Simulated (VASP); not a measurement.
# BiRu (Pm-3m) in VASP: notebook

Runs on BiRu. Level: PBE. Tasks: single point, relaxation of cell and atoms.

All numbers are computed with VASP 6.6.1; they aren't measurements. Logs are shortened: lines on timing, memory, paths and dates and some standing lists are left out, and cuts for length are marked.

## Step 1: The cell of the first run

Symmetry: Pm-3m, No. 221, cubic system. The conventional cell has a = 3.396 Å, b = 3.396 Å, c = 3.396 Å, α = 90.00°, β = 90.00°, γ = 90.00°. Within 3.9 Å of Bi (site symmetry m-3m) lie 8 Ru at 2.94 Å and 6 Bi at 3.40 Å. Within 3.9 Å of Ru (site symmetry m-3m) lie 8 Bi at 2.94 Å and 6 Ru at 3.40 Å.

## Step 2: Single point, PBE

Input file INCAR:

```
  PREC = Accurate
  ENCUT = 520
  EDIFF = 1E-6
  ISMEAR = 0
  SIGMA = 0.1
  LREAL = F
  LASPH = T
  NELM = 100
  ALGO = Fast
  ISIF = 2
  LWAVE = F
  LCHARG = T
  GGA = PE
  LELF = T
  LVHAR = T
  NBANDS = 22
```

Input file KPOINTS:

```
Automatic mesh
0
Gamma
  16 16 16
```

Input file POSCAR:

```
BiRu
1.0
    3.3957490295      0.0000000000      0.0000000000
    0.0000000000      3.3957490295      0.0000000000
    0.0000000000      0.0000000000      3.3957490295
Bi Ru
1 1
Direct
    0.5000000000      0.5000000000      0.5000000000
    0.0000000000      0.0000000000      0.0000000000
```

Potentials or basis: VASP PAW PBE potentials, release 64 (Bi_d, Ru_pv).

The run is started by

```
> cat potpaw_PBE.64/Bi_d/POTCAR potpaw_PBE.64/Ru_pv/POTCAR > POTCAR
> mpirun -np 1 vasp_std > vasp.out
```

OUTCAR:

```text
PREC = Accurate
   ENCUT = 520
   EDIFF = 1E-6
   ISMEAR = 0
   LREAL = F
   LASPH = T
   NELM = 100
   ISIF = 2
   GGA = PE

 ion  position               nearest neighbor table
   1  0.500  0.500  0.500-   2 2.94   2 2.94   2 2.94   2 2.94   2 2.94   2 2.94   2 2.94   2 2.94

   2  0.000  0.000  0.000-   1 2.94   1 2.94   1 2.94   1 2.94   1 2.94   1 2.94   1 2.94   1 2.94

  LATTYP: Found a simple cubic cell.
 ALAT       =     3.3957490295

  Lattice vectors:

 A1 = (   3.3957490295,   0.0000000000,   0.0000000000)
 A2 = (   0.0000000000,   3.3957490295,   0.0000000000)
 A3 = (   0.0000000000,   0.0000000000,   3.3957490295)

Analysis of symmetry for initial positions (statically):
=====================================================================
 Subroutine PRICEL returns:
 Original cell was already a primitive cell.

 Routine SETGRP: Setting up the symmetry group for a
 simple cubic supercell.

 Subroutine GETGRP returns: Found 48 space group operations
 (whereof 48 operations were pure point group operations)
 out of a pool of 48 trial point group operations.

The static configuration has the point symmetry O_h .

Analysis of symmetry for dynamics (positions and initial velocities):
=====================================================================
 Subroutine PRICEL returns:
 Original cell was already a primitive cell.

 Routine SETGRP: Setting up the symmetry group for a
 simple cubic supercell.

 Subroutine GETGRP returns: Found 48 space group operations
 (whereof 48 operations were pure point group operations)
 out of a pool of 48 trial point group operations.

The dynamic configuration has the point symmetry O_h .

 Subroutine INISYM returns: Found 48 space group operations
 (whereof 48 operations are pure point group operations),
 and found     1 'primitive' translations

----------------------------------------------------------------------------------------

                                     Primitive cell

  volume of cell :      39.1568

  direct lattice vectors                    reciprocal lattice vectors
     3.395749030  0.000000000  0.000000000     0.294485838  0.000000000  0.000000000
     0.000000000  3.395749030  0.000000000     0.000000000  0.294485838  0.000000000
     0.000000000  0.000000000  3.395749030     0.000000000  0.000000000  0.294485838

  length of vectors
     3.395749030  3.395749030  3.395749030     0.294485838  0.294485838  0.294485838

  position of ions in fractional coordinates (direct lattice)
     0.500000000  0.500000000  0.500000000
     0.000000000  0.000000000  0.000000000

  ion indices of the primitive-cell ions
   primitive index   ion index
                 1           1
                 2           2

----------------------------------------------------------------------------------------

 KPOINTS: Automatic mesh

Automatic generation of k-mesh.
 Grid dimensions read from file:
 generate k-points for:   16   16   16

 Generating k-lattice:

  Cartesian coordinates                     Fractional coordinates (reciprocal lattice)
     0.018405365  0.000000000  0.000000000     0.062500000  0.000000000  0.000000000
     0.000000000  0.018405365  0.000000000     0.000000000  0.062500000  0.000000000
     0.000000000  0.000000000  0.018405365     0.000000000  0.000000000  0.062500000

  Length of vectors
     0.018405365  0.018405365  0.018405365

  Shift w.r.t. Gamma in fractional coordinates (k-lattice)
     0.000000000  0.000000000  0.000000000

 Subroutine IBZKPT returns following result:
 ===========================================

 Found    165 irreducible k-points:

 Following reciprocal coordinates:
            Coordinates               Weight
  0.000000  0.000000  0.000000      1.000000
  0.062500  0.000000  0.000000      6.000000
  0.125000  0.000000  0.000000      6.000000
  0.187500  0.000000  0.000000      6.000000
  0.250000  0.000000  0.000000      6.000000
  0.312500  0.000000  0.000000      6.000000
[... 16 lines left out ...]
  0.437500  0.125000  0.000000     24.000000
  0.500000  0.125000  0.000000     12.000000
 [... further k-points ...]
   k-points           NKPTS =    165   k-points in BZ     NKDIM =    165   number of bands    NBANDS=     22
   number of dos      NEDOS =    301   number of ions     NIONS =      2
   total plane-waves  NPLWV =  21952
   dimension x,y,z NGX =    28 NGY =   28 NGZ =   28
   dimension x,y,z NGXF=    56 NGYF=   56 NGZF=   56
   ions per type =               1   1
   NGX,Y,Z   is equivalent  to a cutoff of  13.71, 13.71, 13.71 a.u.
   NGXF,Y,Z  is equivalent  to a cutoff of  27.42, 27.42, 27.42 a.u.
 SYSTEM =  unknown system
   PREC   = accura    normal or accurate (medium, high low for compatibility)
   ISTART =      0    job   : 0-new  1-cont  2-samecut
   ICHARG =      2    charge: 1-file 2-atom 10-const
   ISPIN  =      1    spin polarized calculation?
   LNONCOLLINEAR =      F non collinear calculations
   LSORBIT =      F    spin-orbit coupling
   LASPH  =      T    aspherical Exc in radial PAW
   ENCUT  =  520.0 eV  38.22 Ry    6.18 a.u.   6.31  6.31  6.31*2*pi/ulx,y,z
   NELM   =    100;   NELMIN=  2; NELMDL= -5     # of ELM steps
   EDIFF  = 0.1E-05   stopping-criterion for ELM
   LREAL  =      F    real-space projection
   EDIFFG = 0.1E-04   stopping-criterion for IOM
   NSW    =      0    number of steps for IOM
   IBRION =     -1    ionic relax: 0-MD 1-quasi-New 2-CG
   NFREE  =      0    steps in history (QN), initial steepest desc. (CG)
   ISIF   =      2    stress and relaxation
   ISYM   =      2    0-nonsym 1-usesym 2-fastsym
   POTIM  = 0.5000    time-step for ionic-motion
   TEBEG  =    0.0;   TEEND  =   0.0 temperature during run
   PSTRESS=    0.0 pullay stress
   NELECT =      29.0000    total number of electrons
   NUPDOWN=      -1.0000    fix difference up-down
   EMIN   =  10.00;   EMAX   =-10.00  energy-range for DOS
   EFERMI =   0.00;   METHOD = LEGACY
   ISMEAR =     0;   SIGMA  =   0.10  broadening in eV -4-tet -1-fermi 0-gaus
   EFERMI_NEDOS =   21; number of points for ismear=-14 and -15
   IALGO  =     68    algorithm
   IMIX   =      4    mixing-type and parameters
     AMIX     =   0.40;   BMIX     =  1.00
     AMIX_MAG =   1.60;   BMIX_MAG =  1.00
  volume/ion in A,a.u.               =      19.58       132.12
  Fermi-wavevector in a.u.,A,eV,Ry     =   1.481171  2.799008 29.849386  2.193868
  Thomas-Fermi vector in A             =   2.595114
   LORBIT       =      0    0 simple, 1 ext, 2 COOP (PROOUT), +10 PAW based schemes
   GGA     = PE    functional components
   LHFCALC =     F    Hartree Fock is set to
   AEXX    =    0.0000 exact exchange contribution
   IVDW    =     0    specifies the selected vdW correction
   LEPSILON=     F    determine dielectric tensor
   LRPA    =     F    only Hartree local field effects (RPA)
 non-spin polarized calculation
 RMM-DIIS sequential band-by-band and
 Gauss-broadening in eV      SIGMA  =   0.10
  energy-cutoff  :      520.00
  volume of cell :       39.16
 maximum number of plane-waves:      1074
 NGX is ok and might be reduce to    28
   NGX = 13   NGY = 13   NGZ = 13

 number of electron      29.0000001 magnetization

 Free energy of the ion-electron system (eV)
  ---------------------------------------------------
  ext. energy  EPLUGINS =         0.00000000
  ---------------------------------------------------
  free energy    TOTEN  =       -12.04866548 eV

  energy without entropy =      -12.02875729  energy(sigma->0) =      -12.03871139

 E-fermi :  11.1580     XC(G=0): -12.3104

 val. band max:       11.1558291735   @ k =   0.4375   0.4375   0.0000
 cond. band min:      11.1585413480   @ k =   0.5000   0.5000   0.1250
 fundamental gap:      0.0027121746
 Fermi energy:        11.1579686220

 k-point     1 :       0.0000    0.0000    0.0000
  band No.  band energies     occupation
      1     -31.0959      2.00000
      2     -31.0959      2.00000
      3     -31.0959      2.00000
      4     -11.9663      2.00000
      5     -11.9663      2.00000
      6     -11.7520      2.00000
[... 14 lines left out ...]
     21      24.2273      0.00000
     22      24.2684      0.00000

 k-point     2 :       0.0625    0.0000    0.0000
  band No.  band energies     occupation
      1     -31.0978      2.00000
      2     -31.0957      2.00000
      3     -31.0957      2.00000
      4     -11.9658      2.00000
      5     -11.9589      2.00000
      6     -11.7540      2.00000
[... 14 lines left out ...]
     21      23.6411      0.00000
     22      24.3127      0.00000

 k-point     3 :       0.1250    0.0000    0.0000
  band No.  band energies     occupation
      1     -31.1035      2.00000
      2     -31.0953      2.00000
      3     -31.0953      2.00000
      4     -11.9643      2.00000
      5     -11.9376      2.00000
      6     -11.7595      2.00000
[... 14 lines left out ...]
     21      23.3333      0.00000
     22      24.3562      0.00000

 k-point     4 :       0.1875    0.0000    0.0000
  band No.  band energies     occupation
      1     -31.1119      2.00000
      2     -31.0948      2.00000
      3     -31.0948      2.00000
      4     -11.9620      2.00000
      5     -11.9055      2.00000
      6     -11.7678      2.00000
[... 14 lines left out ...]
     21      24.1136      0.00000
     22      24.1926      0.00000

 k-point     5 :       0.2500    0.0000    0.0000
  band No.  band energies     occupation
      1     -31.1218      2.00000
      2     -31.0941      2.00000
      3     -31.0941      2.00000
      4     -11.9593      2.00000
      5     -11.8677      2.00000
      6     -11.7775      2.00000
[... 417 lines left out ...]
 k-point    22 :       0.3750    0.1250    0.0000
  band No.  band energies     occupation
      1     -31.1392      2.00000
      2     -31.1001      2.00000
      3     -31.0922      2.00000
      4     -11.9344      2.00000
      5     -11.8082      2.00000
      6     -11.7965      2.00000
[... 14 lines left out ...]
     21      21.6528      0.00000
     22      22.6659      0.00000

 k-point    23 :       0.4375    0.1250    0.0000
  band No.  band energies     occupation
      1     -31.1447      2.00000
      2     -31.0996      2.00000
      3     -31.0918      2.00000
      4     -11.9329      2.00000
      5     -11.8143      2.00000
      6     -11.8022      2.00000
[... 14 lines left out ...]
     21      20.9085      0.00000
     22      22.1412      0.00000

 k-point    24 :       0.5000    0.1250    0.0000
  band No.  band energies     occupation
      1     -31.1467      2.00000
      2     -31.0995      2.00000
      3     -31.0916      2.00000
      4     -11.9324      2.00000
      5     -11.8165      2.00000
      6     -11.8042      2.00000
[... 14 lines left out ...]
     21      20.8711      0.00000
     22      21.8730      0.00000

 [... further k-points ...]

------------------------ aborting loop because EDIFF is reached ----------------------------------------

  FORCE on cell =-STRESS in cart. coord.  units (eV):
  Direction    XX          YY          ZZ          XY          YZ          ZX
  --------------------------------------------------------------------------------------
  -------------------------------------------------------------------------------------
  Total       -0.0013776     -0.0013776     -0.0013776      0.0000000     -0.0000000      0.0000000
  in kB       -0.0563668     -0.0563668     -0.0563668      0.0000000     -0.0000000      0.0000000
  external PRESSURE =      -0.0563668 kB  Pullay stress =       0.0000000 kB

 VOLUME and BASIS-vectors are now :
 -----------------------------------------------------------------------------
  energy-cutoff  :      520.00
  volume of cell :       39.16
      direct lattice vectors                 reciprocal lattice vectors
     3.395749030  0.000000000  0.000000000     0.294485838  0.000000000  0.000000000
     0.000000000  3.395749030  0.000000000     0.000000000  0.294485838  0.000000000
     0.000000000  0.000000000  3.395749030     0.000000000  0.000000000  0.294485838

 POSITION                                       TOTAL-FORCE (eV/Angst)
 -----------------------------------------------------------------------------------
      1.69787      1.69787      1.69787         0.000000      0.000000      0.000000
      0.00000      0.00000      0.00000         0.000000      0.000000      0.000000
 -----------------------------------------------------------------------------------
    total drift:                                0.000000      0.000000      0.000000

  FREE ENERGIE OF THE ION-ELECTRON SYSTEM (eV)
  ---------------------------------------------------
  free  energy   TOTEN  =       -12.0486654821 eV

  energy  without entropy=      -12.0287572894  energy(sigma->0) =      -12.03871139
```

Run time: 1.7 min. Hardware: 1 thread of Intel Xeon 6975P-C (Granite Rapids), shared host; peak memory 0.25 GiB.

Results:

- Free energy: -12.0487 eV
- Pressure: 0.0 GPa
- Band gap on the k mesh: zero (an odd number of electrons rules out a gap without spin polarisation)

Caveat: spin-orbit coupling is left out, which moves the levels of the heavy elements.

(Part 1 of 2 ends here.)
